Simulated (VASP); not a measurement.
RuC2:

```
Ru C
1.0
    -1.40318    1.40318    3.44219
     1.40318   -1.40318    3.44219
     1.40318    1.40318   -3.44219
Ru C
1 2
Cartesian
  0.0000 0.0000 0.0000
  0.0000 0.0000 4.5781
  0.0000 0.0000 2.3063
```

| Property | Result |
| --- | --- |
| Program | VASP 6.6.1 |
| Task | relaxation of cell and atoms |
| Functional | PBE |
| Potentials or basis | VASP PAW PBE potentials, release 64 (Ru_pv, C) |
| Cutoff | 600 eV |
| k mesh | 8 × 8 × 8 |
| Occupations | gaussian, width 0.1 eV |
| Spin | no spin polarisation |

At the start: pressure -13.0 GPa; volume 9.04 Å³/atom.

Task: How do energy, volume and symmetry change on relaxing?

Result: Over 11 steps the energy falls by 44.8 meV/atom and the volume is 8.52 Å³/atom (-5.7 %); space group I4/mmm (No. 139, to 0.05 Å).

The path:
```
step  energy change (eV)  largest force (eV/Å)  pressure (GPa)  volume (Å³)
   1              0.0000                0.5152          -12.97        27.11
   2             -0.0204                0.4764           19.41        24.33
   3             -0.0863                0.5835            2.48        25.55
   4             -0.1099                0.2400            1.28        25.61
   5             -0.1099                0.2358            1.25        25.61
   6             -0.1256                0.1495           -2.63        25.86
   7             -0.1271                0.1025           -3.88        25.94
   8             -0.1340                0.0119           -0.42        25.57
   9             -0.1341                0.0024           -0.80        25.61
  10             -0.1343                0.0021            0.43        25.53
  11             -0.1344                0.0017           -0.04        25.56
```

Final structure:
```
Ru C
1.0
    -1.38043    1.38043    3.35284
     1.38043   -1.38043    3.35284
     1.38043    1.38043   -3.35284
Ru C
1 2
Direct
  0.00000 0.00000 0.00000
  0.67783 0.67783 0.00000
  0.32217 0.32217 0.00000
```

Caveat: the k points lie up to 0.40 Å⁻¹ apart in the final cell.
